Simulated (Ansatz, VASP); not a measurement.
# Two plane-wave programs on MnS

```
CELL_PARAMETERS angstrom
3.95358 0.00000 0.00000
-1.97679 3.42390 0.00000
0.00000 0.00000 6.34253
ATOMIC_POSITIONS crystal
Mn 0.66667 0.33333 0.49884
Mn 0.33333 0.66667 0.99884
S 0.33333 0.66667 0.62615
S 0.66667 0.33333 0.12615
```

Alike in both runs: task single point; functional PBE; k mesh 7 × 7 × 4; occupations fermi-dirac, width 0.05 eV; collinear spin; fixed moment 0 μB.

|  | VASP | Ansatz |
| --- | --- | --- |
| version | VASP 6.6.1 | Ansatz 0.2.0 |
| potentials or method | VASP PAW PBE potentials, release 64 (Mn_pv, S) | Ansatz PAW |
| plane-wave cutoff (eV) | 520 | 420 |
| valence electrons in the cell | 38 | 42 |

Ansatz gave:

```
pressure (GPa)                                                : -19.8
traceless stress, the component that is largest in VASP (GPa) : 1.08
rms of the force components (eV/Å)                            : 0.078
net moment per atom (μB)                                      : 0.00
```

Question: Estimate VASP's values.

Answer: Pressure (GPa): -19.6; traceless stress, the component that is largest in VASP (GPa): 1.07; rms of the force components (eV/Å): 0.078; net moment per atom (μB): 0.00.

Atom by atom the forces differ by 0.000 eV/Å (rms over components). With one functional, cell and mesh, what is left measures potentials, basis and numerics. VASP's potentials hold 38 valence electrons a cell and Ansatz's 42, so a difference there can come from the potentials and not from the codes.
